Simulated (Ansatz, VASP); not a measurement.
## GaSb in VASP and in Ansatz

```
CELL_PARAMETERS angstrom
0.00000 3.06588 3.06588
3.06588 0.00000 3.06588
3.06588 3.06588 0.00000
ATOMIC_POSITIONS crystal
Ga 0.00000 0.00000 0.00000
Sb 0.25000 0.25000 0.25000
```

Alike in both runs: task single point; functional PBE-based screened hybrid; k mesh 4 × 4 × 4; occupations fermi-dirac, width 0.02 eV; no spin polarisation.

```csv
,VASP,Ansatz
version,VASP 6.6.1,Ansatz 0.2.0
potentials or method,"VASP PAW PBE potentials, release 64 (Ga_d, Sb)",plane waves
plane-wave cutoff (eV),520,420
valence electrons in the cell,18,28
```

```tsv
	VASP	Ansatz	Ansatz less VASP
gap on the k mesh at the Fermi level (eV)	1.01	0.96	-0.049
pressure (GPa)	-0.7	0.1	+0.87
```

VASP's potentials were made for PBE, not for PBE-based screened hybrid. VASP's potentials hold 18 valence electrons a cell and Ansatz's 28, so a difference there can come from the potentials and not from the codes. Ansatz's warnings: stress exchange threshold loose, stress scf threshold loose.

The k mesh is coarse, so the values compare programs but aren't converged. Neither program's run includes spin-orbit coupling.
